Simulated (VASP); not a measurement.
Crystal: Al2O3.

```
Al O
1.0
     2.88432    0.00000    0.00000
    -1.44216    2.49790    0.00000
     0.00000    0.00000    9.33675
Al O
2 3
Direct
  0.00000 0.00000 0.14999
  0.00000 0.00000 0.85001
  0.33333 0.66667 0.22232
  0.66667 0.33333 0.00000
  0.33333 0.66667 0.77768
```

| Property | Result |
| --- | --- |
| Program | VASP 6.6.1 |
| Task | relaxation of cell and atoms |
| Functional | PBE |
| Dispersion | D3(BJ) |
| Potentials or basis | VASP PAW PBE potentials, release 64 (Al, O) |
| Cutoff | 600 eV |
| k mesh | 9 × 9 × 4 |
| Occupations | gaussian, width 0.02 eV |
| Spin | no spin polarisation |

At the start: pressure -1.9 GPa; volume 13.45 Å³/atom.

Question: How do energy, volume and symmetry change on relaxing?

Answer: Over 44 steps the energy falls by 25.5 meV/atom and the volume is 10.36 Å³/atom (-23.0 %); space group P-6m2 (No. 187, to 0.1 Å) before and after.

The path:
```csv
step,energy change (eV),largest force (eV/Å),pressure (GPa),volume (Å³)
1,0.0000,0.0676,-1.94,67.27
3,-0.0056,0.1105,-0.01,66.39
5,-0.0062,0.0625,-0.06,66.29
7,-0.0081,0.0607,-0.08,65.98
9,-0.0154,0.0557,-0.07,64.59
11,-0.0381,0.2549,0.57,59.12
13,-0.0527,0.1832,2.25,56.84
15,-0.0660,0.2394,3.68,53.22
17,-0.0663,0.2379,3.65,53.19
19,-0.0676,0.2478,3.57,53.03
21,-0.0720,0.2988,3.34,52.37
23,-0.0782,0.3655,2.92,51.53
25,-0.1008,0.3264,1.52,51.80
27,-0.1134,0.1760,-3.66,52.85
29,-0.1252,0.1394,-1.15,52.31
31,-0.1270,0.0427,-0.16,52.07
33,-0.1271,0.0118,-0.01,52.00
35,-0.1271,0.0151,-0.05,51.98
37,-0.1271,0.0245,-0.09,51.94
39,-0.1272,0.0176,-0.05,51.91
41,-0.1272,0.0118,0.08,51.80
43,-0.1272,0.0057,0.04,51.82
44,-0.1273,0.0022,-0.01,51.80
```

Final structure:
```
Al O
1.0
     2.86717    0.00000    0.00000
    -1.43359    2.48304    0.00000
     0.00000    0.00000    7.27553
Al O
2 3
Direct
  0.00000 0.00000 0.19134
  0.00000 0.00000 0.80866
  0.33333 0.66667 0.28469
  0.66667 0.33333 0.00000
  0.33333 0.66667 0.71531
```

Caveat: the volume moved by over 15 % at a fixed basis, so the end points are rough.
